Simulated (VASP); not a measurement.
# C (Fm-3m) in VASP: notebook

C is run at these levels: PBE; tasks: relaxation of cell and atoms.

All numbers are computed with VASP 6.6.1; they aren't measurements. Logs are shortened: lines on timing, memory, paths and dates and some standing lists are left out, and cuts for length are marked.

## Step 1: The cell of the first run

It takes space group Fm-3m (No. 225, cubic). Conventional cell: a = 2.750 Å, b = 2.750 Å, c = 2.750 Å, α = 90.00°, β = 90.00°, γ = 90.00°. C (site symmetry m-3m) has 12 C at 1.94 Å within 2.6 Å.

## Step 2: Relaxation of cell and atoms, PBE, target pressure 96 GPa, at which the enthalpy is minimised

INCAR reads:

```
SYSTEM = C
PREC     = Accurate       ! precision mode
ENCUT    = 600            ! plane-wave cutoff, eV
EDIFF    = 1E-6           ! SCF threshold, eV
ISMEAR   = -1             ! smearing method
SIGMA    = 0.1            ! smearing width, eV
LREAL    = .False.        ! projectors in reciprocal space
LASPH    = .True.         ! aspherical terms in the spheres
NELM     = 60             ! most SCF steps
ALGO     = Normal         ! electronic algorithm
ISIF     = 3              ! what is computed and relaxed
LWAVE    = .False.        ! write WAVECAR
LCHARG   = .False.        ! write CHGCAR
GGA      = PE             ! functional
IBRION   = 2              ! ionic algorithm
NSW      = 60             ! ionic steps
EDIFFG   = -0.005         ! ionic threshold
PSTRESS  = 960.0
```

KPOINTS reads:

```
regular mesh
0
Gamma
  25 25 25
  0 0 0
```

POSCAR reads:

```
C
1.0
    0.0000000000      1.3751753490      1.3751753490
    1.3751753490      0.0000000000      1.3751753490
    1.3751753490      1.3751753490      0.0000000000
C
1
Direct
    0.0000000000      0.0000000000      0.0000000000
```

Potentials or basis: VASP PAW PBE potentials, release 64 (C).

Started as:

```
$ cat potpaw_PBE.64/C/POTCAR > POTCAR
$ mpirun -np 1 vasp_std > vasp.out
```

OUTCAR:

```text
SYSTEM = C
   PREC = Accurate
   ENCUT = 600
   EDIFF = 1E-6
   ISMEAR = -1
   LREAL = .False.
   LASPH = .True.
   NELM = 60
   ISIF = 3
   GGA = PE
   IBRION = 2
   NSW = 60
   EDIFFG = -0.005
   PSTRESS = 960.0

 ion  position               nearest neighbor table
   1  0.000  0.000  0.000-

  LATTYP: Found a face centered cubic cell.
 ALAT       =     2.7503506980

  Lattice vectors:

 A1 = (   0.0000000000,   1.3751753490,   1.3751753490)
 A2 = (   1.3751753490,   0.0000000000,   1.3751753490)
 A3 = (   1.3751753490,   1.3751753490,   0.0000000000)

Analysis of symmetry for initial positions (statically):
=====================================================================
 Subroutine PRICEL returns:
 Original cell was already a primitive cell.

 Routine SETGRP: Setting up the symmetry group for a
 face centered cubic supercell.

 Subroutine GETGRP returns: Found 48 space group operations
 (whereof 48 operations were pure point group operations)
 out of a pool of 48 trial point group operations.

The static configuration has the point symmetry O_h .

Analysis of symmetry for dynamics (positions and initial velocities):
=====================================================================
 Subroutine PRICEL returns:
 Original cell was already a primitive cell.

 Routine SETGRP: Setting up the symmetry group for a
 face centered cubic supercell.

 Subroutine GETGRP returns: Found 48 space group operations
 (whereof 48 operations were pure point group operations)
 out of a pool of 48 trial point group operations.

The dynamic configuration has the point symmetry O_h .

 Subroutine INISYM returns: Found 48 space group operations
 (whereof 48 operations are pure point group operations),
 and found     1 'primitive' translations

----------------------------------------------------------------------------------------

                                     Primitive cell

  volume of cell :       5.2012

  direct lattice vectors                    reciprocal lattice vectors
     0.000000000  1.375175349  1.375175349    -0.363589996  0.363589996  0.363589996
     1.375175349  0.000000000  1.375175349     0.363589996 -0.363589996  0.363589996
[... 89 lines left out ...]
   ISIF   =      3    stress and relaxation
   ISYM   =      2    0-nonsym 1-usesym 2-fastsym
   POTIM  = 0.5000    time-step for ionic-motion
   TEBEG  =    0.0;   TEEND  =   0.0 temperature during run
   PSTRESS=  960.0 pullay stress
   NELECT =       4.0000    total number of electrons
   NUPDOWN=      -1.0000    fix difference up-down
   EMIN   =  10.00;   EMAX   =-10.00  energy-range for DOS
   EFERMI =   0.00;   METHOD = LEGACY
   ISMEAR =    -1;   SIGMA  =   0.10  broadening in eV -4-tet -1-fermi 0-gaus
   EFERMI_NEDOS =   21; number of points for ismear=-14 and -15
   IALGO  =     38    algorithm
   IMIX   =      4    mixing-type and parameters
     AMIX     =   0.40;   BMIX     =  1.00
     AMIX_MAG =   1.60;   BMIX_MAG =  1.00
  volume/ion in A,a.u.               =       5.20        35.10
  Fermi-wavevector in a.u.,A,eV,Ry     =   1.499892  2.834386 30.608714  2.249677
  Thomas-Fermi vector in A             =   2.611463
   LORBIT       =      0    0 simple, 1 ext, 2 COOP (PROOUT), +10 PAW based schemes
   GGA     = PE    functional components
   LHFCALC =     F    Hartree Fock is set to
   AEXX    =    0.0000 exact exchange contribution
   IVDW    =     0    specifies the selected vdW correction
   LEPSILON=     F    determine dielectric tensor
   LRPA    =     F    only Hartree local field effects (RPA)
 conjugate gradient relaxation of ions
 non-spin polarized calculation
  energy-cutoff  :      600.00
  volume of cell :        5.20
 maximum number of plane-waves:       190
   NGX =  7   NGY =  7   NGZ =  7

--------------------------------------- Ionic step        1  -------------------------------------------

 number of electron       4.0000000 magnetization

 Free energy of the ion-electron system (eV)
  ---------------------------------------------------
  ext. energy  EPLUGINS =         0.00000000
  ---------------------------------------------------
  free energy    TOTEN  =        -4.17943868 eV

  energy without entropy =       -4.16859026  energy(sigma->0) =       -4.17401447

------------------------ aborting loop because EDIFF is reached ----------------------------------------

  FORCE on cell =-STRESS in cart. coord.  units (eV):
  Direction    XX          YY          ZZ          XY          YZ          ZX
  --------------------------------------------------------------------------------------
  -------------------------------------------------------------------------------------
  Total        3.1004681      3.1004681      3.1004681      0.0000000      0.0000000     -0.0000000
  in kB      955.0664978    955.0664978    955.0664978      0.0000000      0.0000000     -0.0000000
  external PRESSURE =      -4.9335022 kB  Pullay stress =     960.0000000 kB
[... 61 lines left out ...]
--------------------------------------- Ionic step        3  -------------------------------------------

 number of electron       4.0000000 magnetization

 Free energy of the ion-electron system (eV)
  ---------------------------------------------------
  ext. energy  EPLUGINS =         0.00000000
  ---------------------------------------------------
  free energy    TOTEN  =        -4.17598819 eV

  energy without entropy =       -4.16515682  energy(sigma->0) =       -4.17057251

 E-fermi :  13.0351     XC(G=0): -14.3888

 val. band max:       13.0289399171   @ k =   0.4800   0.3600   0.0000
 cond. band min:      13.0388542608   @ k =  -0.2000   0.2400   0.0800
 fundamental gap:      0.0099143437
 Fermi energy:        13.0351431477

 k-point     1 :       0.0000    0.0000    0.0000
  band No.  band energies     occupation
      1     -11.0248      2.00000
      2      23.9378      0.00000
      3      23.9378      0.00000
      4      23.9378      0.00000
      5      47.8212      0.00000
      6      47.8212      0.00000
[... 199 lines left out ...]
 k-point    24 :       0.4400    0.0400    0.0000
  band No.  band energies     occupation
      1      -2.0821      2.00000
      2       5.1150      2.00000
      3      21.2262      0.00000
      4      21.4644      0.00000
      5      42.9696      0.00000
      6      44.4379      0.00000

 [... further k-points ...]

------------------------ aborting loop because EDIFF is reached ----------------------------------------

  FORCE on cell =-STRESS in cart. coord.  units (eV):
  Direction    XX          YY          ZZ          XY          YZ          ZX
  --------------------------------------------------------------------------------------
  -------------------------------------------------------------------------------------
  Total        3.1127342      3.1127342      3.1127342      0.0000000      0.0000000     -0.0000000
  in kB      959.9105921    959.9105921    959.9105921      0.0000000      0.0000000     -0.0000000
  external PRESSURE =      -0.0894079 kB  Pullay stress =     960.0000000 kB
[... 20 lines left out ...]
  energy  without entropy=       -4.1651568217  energy(sigma->0) =       -4.17057251

  enthalpy is  TOTEN    =        -1.0629640209 eV   P V=        3.1130241674

 reached required accuracy - stopping structural energy minimisation
```

CONTCAR:

```text
C
   1.00000000000000
     0.0000000000000000    1.3746662871279081    1.3746662871279081
     1.3746662871279081    0.0000000000000000    1.3746662871279081
     1.3746662871279081    1.3746662871279081    0.0000000000000000
  C
     1
Direct
     0.0000000000000000    0.0000000000000000    0.0000000000000000

  0.00000000E+00  0.00000000E+00  0.00000000E+00
```

It took 15 s on 1 thread of Intel Xeon 8259CL, shared host; peak memory 0.12 GiB.

Results:

```yaml
Free_energy: -4.1760 eV
Relaxed_volume: 5.20 Å³/atom
Relaxed_cell: a = 1.944 Å, b = 1.944 Å, c = 1.944 Å, α = 60.00°, β = 60.00°, γ = 60.00°
Space_group_after_relaxing_to_0.1_Å: Fm-3m (No. 225)
Energy_change_on_relaxing_the_run_minimises_the_enthalpy: +3.5 meV/atom
Ionic_steps: 3
Pressure_after_relaxing: 96.0 GPa
Band_gap_on_the_k_mesh: zero (bands 2 and 3 overlap by 14.82 eV)
```

Step by step:
```csv
step,energy change (eV),largest force (eV/Å),pressure (GPa),volume (Å³)
1,0.0000,0.0000,95.51,5.20
2,0.0072,0.0000,96.54,5.19
3,0.0035,0.0000,95.99,5.20
```

Final structure:
```cif
data_structure
_symmetry_space_group_name_H-M 'P 1'
_symmetry_Int_Tables_number 1
_cell_length_a 1.9441
_cell_length_b 1.9441
_cell_length_c 1.9441
_cell_angle_alpha 60.000
_cell_angle_beta 60.000
_cell_angle_gamma 60.000
_cell_volume 5.20
loop_
_atom_site_label
_atom_site_type_symbol
_atom_site_fract_x
_atom_site_fract_y
_atom_site_fract_z
_atom_site_occupancy
C1 C 0.00000 0.00000 0.00000 1
```

Caveat: the cell is relaxed towards a set pressure, so the run minimises the enthalpy, not the energy.

## Step 3: Relaxation of cell and atoms, PBE, target pressure 96 GPa, at which the enthalpy is minimised

INCAR is that of step 2.

KPOINTS is that of step 2.

POSCAR is that of step 2.

Potentials or basis: VASP PAW PBE potentials, release 64 (C).

Started as:

```
$ cat potpaw_PBE.64/C/POTCAR > POTCAR
$ mpirun -np 1 vasp_std > vasp.out
```

OUTCAR:

```text
SYSTEM = C
   PREC = Accurate
   ENCUT = 600
   EDIFF = 1E-6
   ISMEAR = -1
   LREAL = .False.
   LASPH = .True.
   NELM = 60
   ISIF = 3
   GGA = PE
   IBRION = 2
   NSW = 60
   EDIFFG = -0.005
   PSTRESS = 960.0

 ion  position               nearest neighbor table
   1  0.000  0.000  0.000-

  LATTYP: Found a face centered cubic cell.
 ALAT       =     2.7503506980

  Lattice vectors:

 A1 = (   0.0000000000,   1.3751753490,   1.3751753490)
 A2 = (   1.3751753490,   0.0000000000,   1.3751753490)
 A3 = (   1.3751753490,   1.3751753490,   0.0000000000)

Analysis of symmetry for initial positions (statically):
[... 250 lines left out ...]
  ---------------------------------------------------
  free energy    TOTEN  =        -4.17598819 eV

  energy without entropy =       -4.16515682  energy(sigma->0) =       -4.17057251

 E-fermi :  13.0351     XC(G=0): -14.3888

 val. band max:       13.0289399171   @ k =   0.4800   0.3600   0.0000
 cond. band min:      13.0388542608   @ k =  -0.2000   0.2400   0.0800
 fundamental gap:      0.0099143437
 Fermi energy:        13.0351431477

 k-point     1 :       0.0000    0.0000    0.0000
  band No.  band energies     occupation
      1     -11.0248      2.00000
      2      23.9378      0.00000
      3      23.9378      0.00000
      4      23.9378      0.00000
      5      47.8212      0.00000
      6      47.8212      0.00000
[... 199 lines left out ...]
 k-point    24 :       0.4400    0.0400    0.0000
  band No.  band energies     occupation
      1      -2.0821      2.00000
      2       5.1150      2.00000
      3      21.2262      0.00000
      4      21.4644      0.00000
      5      42.9696      0.00000
      6      44.4379      0.00000

 [... further k-points ...]

------------------------ aborting loop because EDIFF is reached ----------------------------------------

  FORCE on cell =-STRESS in cart. coord.  units (eV):
  Direction    XX          YY          ZZ          XY          YZ          ZX
  --------------------------------------------------------------------------------------
  -------------------------------------------------------------------------------------
  Total        3.1127342      3.1127342      3.1127342      0.0000000      0.0000000     -0.0000000
  in kB      959.9105921    959.9105921    959.9105921      0.0000000      0.0000000     -0.0000000
  external PRESSURE =      -0.0894079 kB  Pullay stress =     960.0000000 kB
[... 20 lines left out ...]
  energy  without entropy=       -4.1651568217  energy(sigma->0) =       -4.17057251

  enthalpy is  TOTEN    =        -1.0629640209 eV   P V=        3.1130241674

 reached required accuracy - stopping structural energy minimisation
```

CONTCAR:

```text
C
   1.00000000000000
     0.0000000000000000    1.3746662871279081    1.3746662871279081
     1.3746662871279081    0.0000000000000000    1.3746662871279081
     1.3746662871279081    1.3746662871279081    0.0000000000000000
  C
     1
Direct
     0.0000000000000000    0.0000000000000000    0.0000000000000000

  0.00000000E+00  0.00000000E+00  0.00000000E+00
```

Wall time 13 s (1 thread of Intel Xeon 8259CL, shared host); peak memory 0.12 GiB.

Results:

```
Free energy                                                : -4.1760 eV
Relaxed volume                                             : 5.20 Å³/atom
Relaxed cell                                               : a = 1.944 Å, b = 1.944 Å, c = 1.944 Å, α = 60.00°, β = 60.00°, γ = 60.00°
Space group after relaxing (to 0.1 Å)                      : Fm-3m (No. 225)
Energy change on relaxing (the run minimises the enthalpy) : +3.5 meV/atom
Ionic steps                                                : 3
Pressure after relaxing                                    : 96.0 GPa
Band gap on the k mesh                                     : zero (bands 2 and 3 overlap by 14.82 eV)
```

Step by step:
| step | energy change (eV) | largest force (eV/Å) | pressure (GPa) | volume (Å³) |
| --- | --- | --- | --- | --- |
| 1 | 0.0000 | 0.0000 | 95.51 | 5.20 |
| 2 | 0.0072 | 0.0000 | 96.54 | 5.19 |
| 3 | 0.0035 | 0.0000 | 95.99 | 5.20 |

Final structure:
```cif
data_structure
_symmetry_space_group_name_H-M 'P 1'
_symmetry_Int_Tables_number 1
_cell_length_a 1.9441
_cell_length_b 1.9441
_cell_length_c 1.9441
_cell_angle_alpha 60.000
_cell_angle_beta 60.000
_cell_angle_gamma 60.000
_cell_volume 5.20
loop_
_atom_site_label
_atom_site_type_symbol
_atom_site_fract_x
_atom_site_fract_y
_atom_site_fract_z
_atom_site_occupancy
C1 C 0.00000 0.00000 0.00000 1
```

Caveat: the cell is relaxed towards a set pressure, so the run minimises the enthalpy, not the energy.

## Step 4: Relaxation of cell and atoms, PBE, target pressure 96 GPa, at which the enthalpy is minimised

INCAR reads:

```
PREC = Accurate
ENCUT = 600
EDIFF = 1E-7
ISMEAR = -1
SIGMA = 0.1
LREAL = F
LASPH = T
NELM = 100
ALGO = Normal
ISIF = 3
LWAVE = F
LCHARG = F
GGA = PE
IBRION = 2
NSW = 32
EDIFFG = -0.005
PSTRESS = 960.0
```

KPOINTS reads:

```
Automatic mesh
0
Gamma
  25 25 25
```

POSCAR reads:

```
C
1.0
    0.0000000000      1.3748152142      1.3748152142
    1.3748152142      0.0000000000      1.3748152142
    1.3748152142      1.3748152142      0.0000000000
C
1
Direct
    0.0000000000      0.0000000000      0.0000000000
```

Started as:

```
$ cat potpaw_PBE.64/C/POTCAR > POTCAR
$ mpirun -np 1 vasp_std > vasp.out
```

It took 8.3 s on 1 thread of Intel Xeon 8259CL, shared host; peak memory 0.12 GiB.

Results (log left out):

```
Free energy             : -4.1770 eV
Pressure after relaxing : 95.8 GPa
Band gap on the k mesh  : zero (bands 2 and 3 overlap by 14.82 eV)
```

Final structure:
```
CELL_PARAMETERS angstrom
0.00000 1.37482 1.37482
1.37482 0.00000 1.37482
1.37482 1.37482 0.00000
ATOMIC_POSITIONS crystal
C 0.00000 0.00000 0.00000
```

Levels at points of the mesh, in eV from the Fermi level:
```csv
k point,band 1,band 2,band 3,band 4,band 5,band 6
"(0.00, 0.00, 0.00)",-24.05,10.90,10.90,10.90,34.78,34.78
```

Caveat: the relaxation stopped at its first step, so nothing moved; the cell is relaxed towards a set pressure, so the run minimises the enthalpy, not the energy.
